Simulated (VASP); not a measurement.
Here is a VASP 6.6.1 calculation.

File POSCAR:

```
CaO
1.0
   -0.5307329784      2.2144375994      2.2144375994
    2.2144375994     -0.5307329784      2.2144375994
    2.2144375994      2.2144375994     -0.5307329784
Ca O
1 1
Direct
    0.0000000000      0.0000000000      0.0000000000
    0.5000000000      0.5000000000      0.5000000000
```

INCAR.step1

```
SYSTEM = CaO
PREC = Accurate
ENCUT = 520
ISMEAR = 0
SIGMA = 0.05
LREAL = .FALSE.
LASPH = .TRUE.
NELM = 100
NBANDS = 15
GGA = PE
ALGO = Normal
EDIFF = 1E-4
LWAVE = .TRUE.
LCHARG = .FALSE.
```

File INCAR.step2:

```
SYSTEM = CaO
PREC = Accurate
ENCUT = 520
EDIFF = 1E-6
ISMEAR = 0
SIGMA = 0.05
LREAL = .FALSE.
LASPH = .TRUE.
NELM = 100
ALGO = Normal
ISIF = 2
LWAVE = .FALSE.
LCHARG = .TRUE.
METAGGA = R2SCAN
LMIXTAU = .TRUE.
LELF = .TRUE.
LVHAR = .TRUE.
NBANDS = 15
ISTART = 1
```

Contents of KPOINTS:

```
regular mesh
0
G
  10 10 10
  0 0 0
```

Potentials or basis: VASP PAW PBE potentials, release 64 (Ca_sv, O).

Command:

```bash
$ cat potpaw_PBE.64/Ca_sv/POTCAR potpaw_PBE.64/O/POTCAR > POTCAR
$ cp INCAR.step1 INCAR
$ mpirun -np 1 vasp_std > vasp.out
$ cp INCAR.step2 INCAR
$ mpirun -np 1 vasp_std > vasp.out
```

Estimate the band gap on the k mesh.

3.57 eV (least direct gap 3.84 eV).

What does it give for the pressure?

-9.4 GPa.

Stress tensor (GPa, compression positive):
```
-9.37  7.07  7.07
 7.07 -9.37  7.07
 7.07  7.07 -9.37
```

Caveat: the cell stands under tension; the PAW data sets were made with another functional, which shifts forces and pressure a little. A k mesh can miss the band edges.
